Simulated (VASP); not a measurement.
# Pd (Im-3m) in VASP: a series of runs

Pd is run at these levels: PBE; tasks: single point.

All numbers are computed with VASP 6.6.1; they aren't measurements. Logs are shortened: lines on timing, memory, paths and dates and some standing lists are left out, and cuts for length are marked.

### 1 The cell of the first run

The structure is cubic, space group Im-3m (No. 229). Conventional cell: a = 2.788 Å, b = 2.788 Å, c = 2.788 Å, α = 90.00°, β = 90.00°, γ = 90.00°. Pd (site symmetry m-3m) has 14 Pd at 2.41 to 2.79 Å within 3.2 Å.

### 2 Single point, PBE

Input file INCAR:

```
PREC = Accurate ; ENCUT = 520
EDIFF = 1E-6 ; ISMEAR = -1
SIGMA = 0.05 ; LREAL = False
LASPH = True ; NELM = 100
ALGO = Normal ; ISIF = 2
LWAVE = False ; LCHARG = False
GGA = PE ; NBANDS = 11
```

Input file KPOINTS:

```
regular mesh
0
Gamma
  19 19 19
```

Input file POSCAR:

```
Pd
1.0
   -1.3940203432      1.3940203432      1.3940203432
    1.3940203432     -1.3940203432      1.3940203432
    1.3940203432      1.3940203432     -1.3940203432
Pd
1
Direct
    0.0000000000      0.0000000000      0.0000000000
```

Potentials or basis: VASP PAW PBE potentials, release 64 (Pd).

Launch:

```sh
$ cat potpaw_PBE.64/Pd/POTCAR > POTCAR
$ mpirun -np 1 vasp_std > vasp.out
```

OUTCAR:

```text
PREC = Accurate
   ENCUT = 520
   EDIFF = 1E-6
   ISMEAR = -1
   LREAL = False
   LASPH = True
   NELM = 100
   ISIF = 2
   GGA = PE

 ion  position               nearest neighbor table
   1  0.000  0.000  0.000-

  LATTYP: Found a body centered cubic cell.
 ALAT       =     2.7880406864

  Lattice vectors:

 A1 = (  -1.3940203432,   1.3940203432,   1.3940203432)
 A2 = (   1.3940203432,  -1.3940203432,   1.3940203432)
 A3 = (   1.3940203432,   1.3940203432,  -1.3940203432)

Analysis of symmetry for initial positions (statically):
=====================================================================
 Subroutine PRICEL returns:
 Original cell was already a primitive cell.

 Routine SETGRP: Setting up the symmetry group for a
 body centered cubic supercell.

 Subroutine GETGRP returns: Found 48 space group operations
 (whereof 48 operations were pure point group operations)
 out of a pool of 48 trial point group operations.

The static configuration has the point symmetry O_h .

Analysis of symmetry for dynamics (positions and initial velocities):
=====================================================================
 Subroutine PRICEL returns:
 Original cell was already a primitive cell.

 Routine SETGRP: Setting up the symmetry group for a
 body centered cubic supercell.

 Subroutine GETGRP returns: Found 48 space group operations
 (whereof 48 operations were pure point group operations)
 out of a pool of 48 trial point group operations.

The dynamic configuration has the point symmetry O_h .

 Subroutine INISYM returns: Found 48 space group operations
 (whereof 48 operations are pure point group operations),
 and found     1 'primitive' translations

----------------------------------------------------------------------------------------

                                     Primitive cell

  volume of cell :      10.8360

  direct lattice vectors                    reciprocal lattice vectors
    -1.394020343  1.394020343  1.394020343     0.000000000  0.358674823  0.358674823
     1.394020343 -1.394020343  1.394020343     0.358674823  0.000000000  0.358674823
     1.394020343  1.394020343 -1.394020343     0.358674823  0.358674823  0.000000000

  length of vectors
     2.414514061  2.414514061  2.414514061     0.507242799  0.507242799  0.507242799

  position of ions in fractional coordinates (direct lattice)
     0.000000000  0.000000000  0.000000000

  ion indices of the primitive-cell ions
   primitive index   ion index
                 1           1

----------------------------------------------------------------------------------------

 KPOINTS: regular mesh

Automatic generation of k-mesh.
 Grid dimensions read from file:
 generate k-points for:   19   19   19

 Generating k-lattice:

  Cartesian coordinates                     Fractional coordinates (reciprocal lattice)
     0.000000000  0.018877622  0.018877622     0.052631579  0.000000000  0.000000000
     0.018877622  0.000000000  0.018877622     0.000000000  0.052631579  0.000000000
     0.018877622  0.018877622  0.000000000     0.000000000  0.000000000  0.052631579

  Length of vectors
     0.026696989  0.026696989  0.026696989

  Shift w.r.t. Gamma in fractional coordinates (k-lattice)
     0.000000000  0.000000000  0.000000000

 Subroutine IBZKPT returns following result:
 ===========================================

 Found    220 irreducible k-points:

 Following reciprocal coordinates:
            Coordinates               Weight
  0.000000  0.000000  0.000000      1.000000
  0.052632  0.000000  0.000000     12.000000
  0.105263  0.000000  0.000000     12.000000
  0.157895  0.000000  0.000000     12.000000
  0.210526  0.000000  0.000000     12.000000
  0.263158  0.000000  0.000000     12.000000
[... 16 lines left out ...]
  0.263158  0.105263  0.000000     48.000000
  0.315789  0.105263  0.000000     48.000000
 [... further k-points ...]
   k-points           NKPTS =    220   k-points in BZ     NKDIM =    220   number of bands    NBANDS=     11
   number of dos      NEDOS =    301   number of ions     NIONS =      1
   total plane-waves  NPLWV =   5832
   dimension x,y,z NGX =    18 NGY =   18 NGZ =   18
   dimension x,y,z NGXF=    36 NGYF=   36 NGZF=   36
   ions per type =               1
   NGX,Y,Z   is equivalent  to a cutoff of  12.39, 12.39, 12.39 a.u.
   NGXF,Y,Z  is equivalent  to a cutoff of  24.79, 24.79, 24.79 a.u.
 SYSTEM =  unknown system
   PREC   = accura    normal or accurate (medium, high low for compatibility)
   ISTART =      0    job   : 0-new  1-cont  2-samecut
   ICHARG =      2    charge: 1-file 2-atom 10-const
   ISPIN  =      1    spin polarized calculation?
   LNONCOLLINEAR =      F non collinear calculations
   LSORBIT =      F    spin-orbit coupling
   LASPH  =      T    aspherical Exc in radial PAW
   ENCUT  =  520.0 eV  38.22 Ry    6.18 a.u.   4.49  4.49  4.49*2*pi/ulx,y,z
   NELM   =    100;   NELMIN=  2; NELMDL= -5     # of ELM steps
   EDIFF  = 0.1E-05   stopping-criterion for ELM
   LREAL  =      F    real-space projection
[... 7 lines left out ...]
   TEBEG  =    0.0;   TEEND  =   0.0 temperature during run
   PSTRESS=    0.0 pullay stress
   NELECT =      10.0000    total number of electrons
   NUPDOWN=      -1.0000    fix difference up-down
   EMIN   =  10.00;   EMAX   =-10.00  energy-range for DOS
   EFERMI =   0.00;   METHOD = LEGACY
   ISMEAR =    -1;   SIGMA  =   0.05  broadening in eV -4-tet -1-fermi 0-gaus
   EFERMI_NEDOS =   21; number of points for ismear=-14 and -15
   IALGO  =     38    algorithm
   IMIX   =      4    mixing-type and parameters
     AMIX     =   0.40;   BMIX     =  1.00
     AMIX_MAG =   1.60;   BMIX_MAG =  1.00
  volume/ion in A,a.u.               =      10.84        73.12
  Fermi-wavevector in a.u.,A,eV,Ry     =   1.593868  3.011974 34.564453  2.540416
  Thomas-Fermi vector in A             =   2.692031
   LORBIT       =      0    0 simple, 1 ext, 2 COOP (PROOUT), +10 PAW based schemes
   GGA     = PE    functional components
   LHFCALC =     F    Hartree Fock is set to
   AEXX    =    0.0000 exact exchange contribution
   IVDW    =     0    specifies the selected vdW correction
   LEPSILON=     F    determine dielectric tensor
   LRPA    =     F    only Hartree local field effects (RPA)
 non-spin polarized calculation
  energy-cutoff  :      520.00
  volume of cell :       10.84
 maximum number of plane-waves:       321
 NGX is ok and might be reduce to    18
   NGX =  9   NGY =  9   NGZ =  9

 number of electron      10.0000002 magnetization

 Free energy of the ion-electron system (eV)
  ---------------------------------------------------
  ext. energy  EPLUGINS =         0.00000000
  ---------------------------------------------------
  free energy    TOTEN  =        -3.68948182 eV

  energy without entropy =       -3.68160283  energy(sigma->0) =       -3.68554233

 E-fermi :  15.9608     XC(G=0): -15.1932

 val. band max:       15.9542677360   @ k =  -0.3684   0.4211   0.1053
 cond. band min:      15.9677583850   @ k =  -0.4211   0.4211   0.3684
 fundamental gap:      0.0134906490
 Fermi energy:        15.9608214787

 k-point     1 :       0.0000    0.0000    0.0000
  band No.  band energies     occupation
      1       6.2267      2.00000
      2      11.2207      2.00000
      3      11.2207      2.00000
      4      11.2207      2.00000
      5      14.3552      2.00000
      6      14.3552      2.00000
      7      35.4989      0.00000
      8      35.4989      0.00000
      9      35.4989      0.00000
     10      41.0031      0.00000
     11      48.2520      0.00000

 k-point     2 :       0.0526    0.0000    0.0000
  band No.  band energies     occupation
      1       6.3697      2.00000
      2      11.1579      2.00000
      3      11.2200      2.00000
      4      11.3410      2.00000
      5      14.2720      2.00000
      6      14.3591      2.00000
      7      35.5739      0.00000
      8      35.6348      0.00000
      9      35.7168      0.00000
     10      41.0008      0.00000
     11      46.9147      0.00000

 k-point     3 :       0.1053    0.0000    0.0000
  band No.  band energies     occupation
      1       6.7780      2.00000
      2      10.9801      2.00000
      3      11.2139      2.00000
      4      11.6965      2.00000
      5      14.0724      2.00000
      6      14.3732      2.00000
      7      35.7279      0.00000
      8      35.9197      0.00000
      9      36.3554      0.00000
     10      40.9937      0.00000
     11      45.2827      0.00000

 k-point     4 :       0.1579    0.0000    0.0000
  band No.  band energies     occupation
      1       7.3741      2.00000
      2      10.7156      2.00000
      3      11.2180      2.00000
      4      12.2701      2.00000
      5      13.8758      2.00000
      6      14.4029      2.00000
      7      35.7363      0.00000
      8      35.9957      0.00000
      9      37.3714      0.00000
     10      40.9800      0.00000
     11      44.1194      0.00000

 k-point     5 :       0.2105    0.0000    0.0000
  band No.  band energies     occupation
      1       7.9698      2.00000
      2      10.4022      2.00000
      3      11.3643      2.00000
      4      13.0313      2.00000
      5      13.7923      2.00000
      6      14.4538      2.00000
      7      35.3166      0.00000
      8      35.4184      0.00000
      9      38.6981      0.00000
     10      40.9693      0.00000
     11      43.8911      0.00000
[... 211 lines left out ...]
 k-point    21 :       0.1579    0.1053   -0.0000
  band No.  band energies     occupation
      1       8.3177      2.00000
      2      10.4847      2.00000
      3      10.8449      2.00000
      4      13.5804      2.00000
      5      13.6581      2.00000
      6      14.6498      2.00000
      7      35.2776      0.00000
      8      35.6108      0.00000
      9      38.1711      0.00000
     10      40.9237      0.00000
     11      43.3593      0.00000

 k-point    22 :       0.2105    0.1053    0.0000
  band No.  band energies     occupation
      1       8.6352      2.00000
      2      10.1614      2.00000
      3      11.2162      2.00000
      4      13.6292      2.00000
      5      14.5589      2.00000
      6      14.9427      2.00000
      7      34.0586      0.00000
      8      34.5706      0.00000
      9      39.3522      0.00000
     10      40.7877      0.00000
     11      41.7179      0.00000

 k-point    23 :       0.2632    0.1053    0.0000
  band No.  band energies     occupation
      1       8.5628      2.00000
      2       9.8688      2.00000
      3      12.0075      2.00000
      4      13.8064      2.00000
      5      14.8281      2.00000
      6      16.0223      0.45266
      7      32.2099      0.00000
      8      33.5927      0.00000
      9      39.2869      0.00000
     10      40.9633      0.00000
     11      41.3159      0.00000

 k-point    24 :       0.3158    0.1053    0.0000
  band No.  band energies     occupation
      1       8.3275      2.00000
      2       9.6371      2.00000
      3      12.8670      2.00000
      4      14.0655      2.00000
      5      15.0390      2.00000
      6      17.2885      0.00000
      7      30.2205      0.00000
      8      32.6946      0.00000
      9      37.9405      0.00000
     10      41.0269      0.00000
     11      42.5826      0.00000

 [... further k-points ...]
[... 5 lines left out ...]
  --------------------------------------------------------------------------------------
  -------------------------------------------------------------------------------------
  Total       10.1110850     10.1110850     10.1110850      0.0000000      0.0000000     -0.0000000
  in kB     1494.9993928   1494.9993928   1494.9993928      0.0000000      0.0000000     -0.0000000
  external PRESSURE =    1494.9993928 kB  Pullay stress =       0.0000000 kB

 VOLUME and BASIS-vectors are now :
 -----------------------------------------------------------------------------
  energy-cutoff  :      520.00
  volume of cell :       10.84
      direct lattice vectors                 reciprocal lattice vectors
    -1.394020343  1.394020343  1.394020343     0.000000000  0.358674823  0.358674823
     1.394020343 -1.394020343  1.394020343     0.358674823  0.000000000  0.358674823
     1.394020343  1.394020343 -1.394020343     0.358674823  0.358674823  0.000000000

 POSITION                                       TOTAL-FORCE (eV/Angst)
 -----------------------------------------------------------------------------------
      0.00000      0.00000      0.00000         0.000000     -0.000000      0.000000
 -----------------------------------------------------------------------------------
    total drift:                                0.000000     -0.000000      0.000000

  FREE ENERGIE OF THE ION-ELECTRON SYSTEM (eV)
  ---------------------------------------------------
  free  energy   TOTEN  =        -3.6894818233 eV

  energy  without entropy=       -3.6816028328  energy(sigma->0) =       -3.68554233
```

It took 13 s on 1 thread of AMD EPYC 9R45 (Zen 5), shared host; peak memory 0.11 GiB.

Results:

| Property | Result |
| --- | --- |
| Free energy | -3.6895 eV |
| Pressure | 149.5 GPa |
| Band gap on the k mesh | zero (band 5 reaches 17.03 eV, above the bottom of band 6 at 14.19 eV) |

Levels at points of the mesh, in eV from the Fermi level:
```csv
k point,band 1,band 2,band 3,band 4,band 5,band 6,band 7,band 8,band 9,band 10
"(0.00, 0.00, 0.00)",-9.73,-4.74,-4.74,-4.74,-1.61,-1.61,19.54,19.54,19.54,25.04
```

### 3 Single point, PBE

Input file INCAR:

```
SYSTEM = Pd
  PREC = Accurate
  ENCUT = 520
  EDIFF = 1E-7
  ISMEAR = -1
  SIGMA = 0.05
  LREAL = .FALSE.
  LASPH = .TRUE.
  NELM = 60
  ALGO = Normal
  ISIF = 2
  LWAVE = .FALSE.
  LCHARG = .TRUE.
  GGA = PE
  LELF = .TRUE.
  LVHAR = .TRUE.
  NBANDS = 11
```

Input file KPOINTS:

```
Automatic mesh
0
G
  19 19 19
  0 0 0
```

Input file POSCAR:

```
Pd
1.0
   -1.3941711457      1.3941711457      1.3941711457
    1.3941711457     -1.3941711457      1.3941711457
    1.3941711457      1.3941711457     -1.3941711457
Pd
1
Direct
    0.0000000000      0.0000000000      0.0000000000
```

Potentials or basis: VASP PAW PBE potentials, release 64 (Pd).

Launch:

```sh
$ cat potpaw_PBE.64/Pd/POTCAR > POTCAR
$ mpirun -np 1 vasp_std > vasp.out
```

Run time: 13 s. Hardware: 1 thread of AMD EPYC 9R45 (Zen 5), shared host; peak memory 0.11 GiB.

It converged, with:

| Property | Result |
| --- | --- |
| Free energy | -3.6928 eV |
| Pressure | 149.2 GPa |
| Band gap on the k mesh | zero (band 5 reaches 17.02 eV, above the bottom of band 6 at 14.19 eV) |

Levels at points of the mesh, in eV from the Fermi level:
```tsv
k point	band 1	band 2	band 3	band 4	band 5	band 6	band 7	band 8	band 9	band 10
(0.00, 0.00, 0.00)	-9.73	-4.74	-4.74	-4.74	-1.60	-1.60	19.54	19.54	19.54	25.04
```
